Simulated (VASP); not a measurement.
# Si3N4 (I-43d) in VASP: further runs, part 2 of 2

VASP 6.6.1. The steps go on from the part before.

## 3. Electric field gradients, r2SCAN

Contents of POSCAR:

```
Si3N4
1.0
   -3.2373500000      3.2373500000      3.2373500000
    3.2373500000     -3.2373500000      3.2373500000
    3.2373500000      3.2373500000     -3.2373500000
Si N
6 8
Direct
    0.2500000000      0.1250000000      0.8750000000
    0.8750000000      0.2500000000      0.1250000000
    0.7500000000      0.3750000000      0.6250000000
    0.6250000000      0.7500000000      0.3750000000
    0.1250000000      0.8750000000      0.2500000000
    0.3750000000      0.6250000000      0.7500000000
    0.5628000000      0.5628000000      0.5628000000
    0.4372000000      0.5000000000      0.0000000000
    0.5000000000      0.0000000000      0.9372000000
    0.0000000000      0.4372000000      0.5000000000
    0.9372000000      0.5000000000      0.0000000000
    0.0628000000      0.0628000000      0.0628000000
    0.0000000000      0.9372000000      0.5000000000
    0.5000000000      0.0000000000      0.4372000000
```

Contents of INCAR.step1:

```
  PREC = Accurate
  ENCUT = 520
  ISMEAR = -1
  SIGMA = 0.01
  LREAL = F
  LASPH = T
  NELM = 80
  NBANDS = 45
  GGA = PE
  ALGO = Normal
  EDIFF = 1E-4
  LWAVE = T
  LCHARG = F
```

Contents of INCAR.step2:

```
  PREC = Accurate
  ENCUT = 520
  EDIFF = 1E-8
  ISMEAR = -1
  SIGMA = 0.01
  LREAL = F
  LASPH = T
  NELM = 80
  ALGO = Normal
  ISIF = 2
  LWAVE = F
  LCHARG = F
  METAGGA = R2SCAN
  LMIXTAU = T
  LEFG = T
  NBANDS = 45
  ISTART = 1
```

Contents of KPOINTS:

```
regular mesh
0
Gamma
  6 6 6
```

Potentials or basis: VASP PAW PBE potentials, release 64 (Si, N).

On the command line:

```console
> cat potpaw_PBE.64/Si/POTCAR potpaw_PBE.64/N/POTCAR > POTCAR
> cp INCAR.step1 INCAR
> mpirun -np 1 vasp_std > vasp.out
> cp INCAR.step2 INCAR
> mpirun -np 1 vasp_std > vasp.out
```

OUTCAR:

```text
PREC = Accurate
   ENCUT = 520
   EDIFF = 1E-8
   ISMEAR = -1
   LREAL = F
   LASPH = T
   NELM = 80
   ISIF = 2
   METAGGA = R2SCAN
   ISTART = 1

 ion  position               nearest neighbor table
   1  0.250  0.125  0.875-  12 1.75   9 1.75   8 1.75  13 1.75   4 3.03   6 3.03   2 3.03   5 3.03
                             6 3.03   4 3.03   2 3.03   5 3.03
   2  0.875  0.250  0.125-  10 1.75  11 1.75  12 1.75   9 1.75   5 3.03   6 3.03   1 3.03   6 3.03
                             3 3.03   1 3.03   3 3.03   5 3.03
   3  0.750  0.375  0.625-   7 1.75  10 1.75  11 1.75  14 1.75   6 3.03   5 3.03   4 3.03   5 3.03
                             2 3.03   2 3.03   4 3.03   6 3.03
   4  0.625  0.750  0.375-   7 1.75   8 1.75  13 1.75  14 1.75   3 3.03   5 3.03   1 3.03   6 3.03
                             1 3.03   5 3.03   6 3.03   3 3.03
   5  0.125  0.875  0.250-  11 1.75  12 1.75  13 1.75  14 1.75   1 3.03   4 3.03   3 3.03   2 3.03
                             3 3.03   4 3.03   1 3.03   2 3.03
   6  0.375  0.625  0.750-  10 1.75   8 1.75   9 1.75   7 1.75   4 3.03   1 3.03   2 3.03   1 3.03
                             3 3.03   2 3.03   4 3.03   3 3.03
   7  0.563  0.563  0.563-   4 1.75   3 1.75   6 1.75
   8  0.437  0.500  0.000-   1 1.75   4 1.75   6 1.75
   9  0.500  0.000  0.937-   1 1.75   6 1.75   2 1.75
  10  0.000  0.437  0.500-   6 1.75   3 1.75   2 1.75
  11  0.937  0.500  0.000-   5 1.75   3 1.75   2 1.75
  12  0.063  0.063  0.063-   1 1.75   2 1.75   5 1.75
  13  0.000  0.937  0.500-   1 1.75   4 1.75   5 1.75
  14  0.500  0.000  0.437-   4 1.75   5 1.75   3 1.75

  LATTYP: Found a body centered cubic cell.
 ALAT       =     6.4747000000

  Lattice vectors:

 A1 = (  -3.2373500000,   3.2373500000,   3.2373500000)
 A2 = (   3.2373500000,  -3.2373500000,   3.2373500000)
 A3 = (   3.2373500000,   3.2373500000,  -3.2373500000)

Analysis of symmetry for initial positions (statically):
=====================================================================
 Subroutine PRICEL returns:
 Original cell was already a primitive cell.

 Routine SETGRP: Setting up the symmetry group for a
 body centered cubic supercell.

 Subroutine GETGRP returns: Found 24 space group operations
 (whereof  3 operations were pure point group operations)
 out of a pool of 48 trial point group operations.

The static configuration has the point symmetry C_3 .
 The point group associated with its full space group is T_d .

Analysis of symmetry for dynamics (positions and initial velocities):
=====================================================================
 Subroutine PRICEL returns:
 Original cell was already a primitive cell.

 Routine SETGRP: Setting up the symmetry group for a
 body centered cubic supercell.

 Subroutine GETGRP returns: Found 24 space group operations
 (whereof  3 operations were pure point group operations)
 out of a pool of 48 trial point group operations.

The dynamic configuration has the point symmetry C_3 .
 The point group associated with its full space group is T_d .

 Subroutine INISYM returns: Found 24 space group operations
 (whereof  3 operations are pure point group operations),
[... 921 lines left out ...]
  FORCE on cell =-STRESS in cart. coord.  units (eV):
  Direction    XX          YY          ZZ          XY          YZ          ZX
  --------------------------------------------------------------------------------------
  -------------------------------------------------------------------------------------
  Total       -3.5691441     -3.5691441     -3.5691441      0.0000000      0.0000000      0.0000000
  in kB      -42.1352636    -42.1352636    -42.1352636      0.0000000      0.0000000      0.0000000
  external PRESSURE =     -42.1352636 kB  Pullay stress =       0.0000000 kB

 VOLUME and BASIS-vectors are now :
 -----------------------------------------------------------------------------
  energy-cutoff  :      520.00
  volume of cell :      135.72
      direct lattice vectors                 reciprocal lattice vectors
    -3.237350000  3.237350000  3.237350000     0.000000000  0.154447310  0.154447310
     3.237350000 -3.237350000  3.237350000     0.154447310  0.000000000  0.154447310
     3.237350000  3.237350000 -3.237350000     0.154447310  0.154447310  0.000000000

 POSITION                                       TOTAL-FORCE (eV/Angst)
 -----------------------------------------------------------------------------------
      2.42801      3.23735     -1.61868        -0.000000      0.000000     -0.000000
     -1.61868      2.42801      3.23735        -0.000000      0.000000      0.000000
      0.80934      3.23735      1.61868        -0.000000      0.000000     -0.000000
      1.61868      0.80934      3.23735        -0.000000      0.000000     -0.000000
      3.23735     -1.61868      2.42801        -0.000000      0.000000      0.000000
      3.23735      1.61868      0.80934        -0.000000      0.000000      0.000000
      1.82198      1.82198      1.82198         0.016625      0.016625      0.016625
      0.20331     -0.20331      3.03404         0.016625     -0.016625     -0.016625
      1.41537      4.65272     -1.41537        -0.016625     -0.016625      0.016625
      3.03404      0.20331     -0.20331        -0.016625      0.016625     -0.016625
     -1.41537      1.41537      4.65272         0.016625     -0.016625     -0.016625
      0.20331      0.20331      0.20331         0.016625      0.016625      0.016625
      4.65272     -1.41537      1.41537        -0.016625      0.016625     -0.016625
     -0.20331      3.03404      0.20331        -0.016625     -0.016625      0.016625
 -----------------------------------------------------------------------------------
    total drift:                               -0.000001     -0.000001     -0.000001

  FREE ENERGIE OF THE ION-ELECTRON SYSTEM (eV)
  ---------------------------------------------------
  free  energy   TOTEN  =      -142.7458011885 eV

  energy  without entropy=     -142.7458011885  energy(sigma->0) =     -142.74580119

 Electric field gradients (V/A^2)
---------------------------------------------------------------------
 ion       V_xx      V_yy      V_zz      V_xy      V_xz      V_yz
---------------------------------------------------------------------
   1      -0.779     0.389     0.389     0.000     0.000     0.000
   2       0.389    -0.779     0.389     0.000     0.000     0.000
   3      -0.779     0.389     0.389     0.000     0.000     0.000
   4       0.389    -0.779     0.389     0.000     0.000     0.000
   5       0.389     0.389    -0.779     0.000     0.000     0.000
   6       0.389     0.389    -0.779     0.000     0.000     0.000
   7       0.000    -0.000    -0.000   -28.260   -28.260   -28.260
   8      -0.000     0.000     0.000    28.258    28.258   -28.260
   9       0.000     0.000    -0.000   -28.260    28.258    28.258
  10       0.000    -0.000     0.000    28.258   -28.260    28.258
  11      -0.000     0.000     0.000    28.258    28.258   -28.260
  12      -0.000    -0.000     0.000   -28.260   -28.260   -28.260
  13       0.000    -0.000     0.000    28.258   -28.260    28.258
  14       0.000     0.000    -0.000   -28.260    28.258    28.258
---------------------------------------------------------------------

 Electric field gradients after diagonalization (V/A^2)
 (convention: |V_zz| > |V_xx| > |V_yy|)
----------------------------------------------------------------------
 ion       V_xx      V_yy      V_zz     asymmetry (V_yy - V_xx)/ V_zz
----------------------------------------------------------------------
   1       0.390     0.389    -0.779       0.000
   2       0.390     0.389    -0.779       0.000
   3       0.390     0.389    -0.779       0.000
   4       0.390     0.389    -0.779       0.000
   5       0.390     0.389    -0.779       0.000
   6       0.390     0.389    -0.779       0.000
   7      28.260    28.260   -56.519       0.000
   8      28.261    28.256   -56.517       0.000
   9      28.261    28.256   -56.517       0.000
  10      28.261    28.256   -56.517       0.000
  11      28.261    28.256   -56.517       0.000
  12      28.260    28.260   -56.519       0.000
  13      28.261    28.256   -56.517       0.000
  14      28.261    28.256   -56.517       0.000
----------------------------------------------------------------------

           NMR quadrupolar parameters

 Cq : quadrupolar parameter    Cq=e*Q*V_zz/h
 eta: asymmetry parameters     (V_yy - V_xx)/ V_zz
 Q  : nuclear electric quadrupole moment in mb (millibarn)
----------------------------------------------------------------------
 ion       Cq(MHz)       eta       Q (mb)
----------------------------------------------------------------------
   1      -0.002       0.000       1.000
   2      -0.002       0.000       1.000
   3      -0.002       0.000       1.000
   4      -0.002       0.000       1.000
   5      -0.002       0.000       1.000
   6      -0.002       0.000       1.000
   7      -0.137       0.000       1.000
   8      -0.137       0.000       1.000
   9      -0.137       0.000       1.000
  10      -0.137       0.000       1.000
  11      -0.137       0.000       1.000
  12      -0.137       0.000       1.000
  13      -0.137       0.000       1.000
  14      -0.137       0.000       1.000
----------------------------------------------------------------------
```

Run time: 9 min. Hardware: 1 thread of Intel Xeon Platinum 8259CL at 2.50GHz (Skylake/Cascade Lake), shared host; peak memory 0.31 GiB.

What came out:

```yaml
Free_energy: -142.7458 eV
Pressure: -4.2 GPa
Largest_force: 0.029 eV/Å
Band_gap_on_the_k_mesh: 4.69 eV (least direct gap 4.87 eV)
Largest_electric_field_gradient_by_atom: Si -0.8; N -56.5 V/Å²
```

Forces on the atoms (eV/Å):
```
Si   0.000  0.000  0.000
Si   0.000  0.000  0.000
Si   0.000  0.000  0.000
Si   0.000  0.000  0.000
Si   0.000  0.000  0.000
Si   0.000  0.000  0.000
N    0.017  0.017  0.017
N    0.017 -0.017 -0.017
N   -0.017 -0.017  0.017
N   -0.017  0.017 -0.017
N    0.017 -0.017 -0.017
N    0.017  0.017  0.017
N   -0.017  0.017 -0.017
N   -0.017 -0.017  0.017
```

Levels at points of the mesh, in eV from the valence-band top:
```csv
k point,band 29,band 30,band 31,band 32,band 33,band 34,band 35,band 36
"(0.00, 0.00, 0.00)",-0.16,-0.16,-0.16,-0.08,5.25,5.25,5.30,5.30
"(0.50, 0.00, 0.00)",-1.29,-1.29,-0.02,-0.02,5.60,5.60,6.63,6.63
"(0.50, 0.50, 0.50)",-1.95,-1.95,-1.23,-1.23,6.06,6.06,6.06,6.06
```

Electric field gradients, principal values (V/Å²):
```tsv
atom	least	middle	greatest (by size)
1 Si	0.389	0.390	-0.779
2 Si	0.389	0.390	-0.779
3 Si	0.389	0.390	-0.779
4 Si	0.389	0.390	-0.779
5 Si	0.389	0.390	-0.779
6 Si	0.389	0.390	-0.779
7 N	28.260	28.260	-56.519
8 N	28.256	28.261	-56.517
9 N	28.256	28.261	-56.517
10 N	28.256	28.261	-56.517
11 N	28.256	28.261	-56.517
12 N	28.260	28.260	-56.519
13 N	28.256	28.261	-56.517
14 N	28.256	28.261	-56.517
```

Caveat: the cell stands under tension; without QUAD_EFG the Cq values of the log hold for a quadrupole moment of 1 mb, not for the nuclei; the PAW data sets were made with another functional, which shifts forces and pressure a little. r2SCAN opens gaps a little over a GGA but as a rule still falls short of measured ones.
